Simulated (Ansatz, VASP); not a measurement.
One calculation of TaWC2, two programs

```xyz
4
Lattice="1.5506 0.8952 5.0327 -1.5506 0.8952 5.0327 0.0000 -1.7905 5.0327" Properties=species:S:1:pos:R:3 pbc="T T T"
W     0.0000    0.0000    0.0000
Ta    0.0000    0.0000    7.5490
C     0.0000    0.0000    3.7886
C     0.0000    0.0000   11.3094
```

Alike in both runs: task single point; functional LDA; k mesh 10 × 10 × 10; occupations fermi-dirac, width 0.05 eV; no spin polarisation.

|  | VASP | Ansatz |
| --- | --- | --- |
| version | VASP 6.6.1 | Ansatz 0.2.0 |
| potentials or method | VASP PAW LDA potentials, release 64 (W_sv, Ta_pv, C) | Ansatz PAW |
| plane-wave cutoff (eV) | 520 | 420 |
| valence electrons in the cell | 33 | 35 |

VASP gave:

* gap on the k mesh at the Fermi level (eV): none
* pressure (GPa): -0.7
* rms of the force components (eV/Å): 0.038

Q: What did Ansatz give for the same quantities?

A: gap on the k mesh at the Fermi level (eV): none; pressure (GPa): -2.8; rms of the force components (eV/Å): 0.037.

LDA's correlation is that of Perdew and Zunger in VASP and of Perdew and Wang (1992) in Ansatz. Atom by atom the forces differ by 0.001 eV/Å (rms over components). A gap of «none» marks a metal or a gap that the smearing closes. VASP's potentials hold 33 valence electrons a cell and Ansatz's 35, so a difference there can come from the potentials and not from the codes.

Spin-orbit coupling is off throughout.
